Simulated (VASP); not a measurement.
Here is a VASP 6.6.1 calculation.

File INCAR:

```
  ALGO = Fast
  EDIFF = 1E-7
  ENCUT = 520
  ISIF = 2
  ISMEAR = 0
  LASPH = True
  LCHARG = False
  LREAL = False
  LWAVE = False
  NBANDS = 13
  NELM = 60
  PREC = Accurate
  SIGMA = 0.15
```

File KPOINTS:

```
k-points
0
Gamma
  22 22 22
```

The input POSCAR:

```
W
1.0
   -0.9373610665      1.6345094288      1.6345094288
    1.6345094288     -0.9373610665      1.6345094288
    1.6345094288      1.6345094288     -0.9373610665
W
1
Direct
    0.0000000000      0.0000000000      0.0000000000
```

Potentials or basis: VASP PAW LDA potentials, release 64 (W_sv).

The run is started by

```sh
$ cat potpaw_LDA.64/W_sv/POTCAR > POTCAR
$ mpirun -np 1 vasp_std > vasp.out
```

Problem. What does it give for the pressure?

Solution. 38.6 GPa.

Problem. What does it give for the band gap on the k mesh?

Solution. Zero (bands 7 and 8 overlap by 3.45 eV).

Stress tensor (GPa, compression positive):
```
38.55 -9.09 -9.09
-9.09 38.55 -9.09
-9.09 -9.09 38.55
```

Caveat: the cell stands under pressure; spin-orbit coupling is left out, which moves the levels of the heavy elements.
